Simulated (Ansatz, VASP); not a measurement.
Given: the input of a run of Ansatz 0.2.0 on CdSe.

Contents of input.yaml:

```yaml
crystal:
  lattice:
    - [4.2122202675, 0.0, 0.0]
    - [-2.1061101337, 3.647889758, 0.0]
    - [0.0, 0.0, 6.8766944832]
  atoms:
    - { symbol: Cd, position: [0.6666666667, 0.3333333333, 0.5] }
    - { symbol: Cd, position: [0.3333333333, 0.6666666667, 0.0] }
    - { symbol: Se, position: [0.6666666667, 0.3333333333, 0.885] }
    - { symbol: Se, position: [0.3333333333, 0.6666666667, 0.385] }
kpoints:
  mp_grid: { grid: [7, 7, 4] }
scf:
  occupations: { method: fermi_dirac, width: 0.05 }
hamiltonian:
  xc: lda
  pseudopotentials: { kind: all_electron, lapw: { basis_error: 0.002 } }
output:
  forces: true
  stress: true
  eigenvalues: true
```

Potentials or basis: all-electron LAPW, scalar-relativistic.

The run is started by

```sh
$ ansatz run input.yaml --threads 2 --pin off --max-ram 6144MiB --backend cpu --events-out ev --progress --plain --runs-dir out
```

Translate it to VASP 6.6.1. Potentials there: VASP PAW LDA potentials, release 64 (Cd, Se).

As run (the cutoff follows the program's own potentials):

The input INCAR:

```
SYSTEM = CdSe
PREC = Accurate
ENCUT = 520
EDIFF = 1E-6
ISMEAR = -1
SIGMA = 0.05
LREAL = .FALSE.
LASPH = .TRUE.
NELM = 80
ALGO = Normal
ISIF = 2
LWAVE = .FALSE.
LCHARG = .TRUE.
GGA = CA
LELF = .TRUE.
LVHAR = .TRUE.
NBANDS = 26
```

The input KPOINTS:

```
regular mesh
0
G
  7 7 4
  0 0 0
```

Contents of POSCAR:

```
CdSe
1.0
    4.2122202675      0.0000000000      0.0000000000
   -2.1061101337      3.6478897580      0.0000000000
    0.0000000000      0.0000000000      6.8766944832
Cd Se
2 2
Direct
    0.6666666667      0.3333333333      0.5000000000
    0.3333333333      0.6666666667      0.0000000000
    0.6666666667      0.3333333333      0.8850000000
    0.3333333333      0.6666666667      0.3850000000
```

Potentials or basis: VASP PAW LDA potentials, release 64 (Cd, Se).

The run is started by

```bash
$ cat potpaw_LDA.64/Cd/POTCAR potpaw_LDA.64/Se/POTCAR > POTCAR
$ mpirun -np 1 vasp_std > vasp.out
```

Both were run:

|  | VASP | Ansatz | Ansatz less VASP |
| --- | --- | --- | --- |
| gap on the k mesh at the Fermi level (eV) | 0.59 | 0.55 | -0.036 |
| least direct gap on the mesh (eV) | 0.59 | 0.55 | -0.036 |
| pressure (GPa) | 2.3 | 1.7 | -0.53 |
| traceless stress, the component that is largest in VASP (GPa) | -1.69 | -1.61 | +0.088 |
| rms of the force components (eV/Å) | 0.193 | 0.185 | -0.0084 |

LDA's correlation is that of Perdew and Zunger in VASP and of Perdew and Wang (1992) in Ansatz. Atom by atom the forces differ by 0.008 eV/Å (rms over components). Ansatz ran all-electron here, and VASP with PAW potentials.
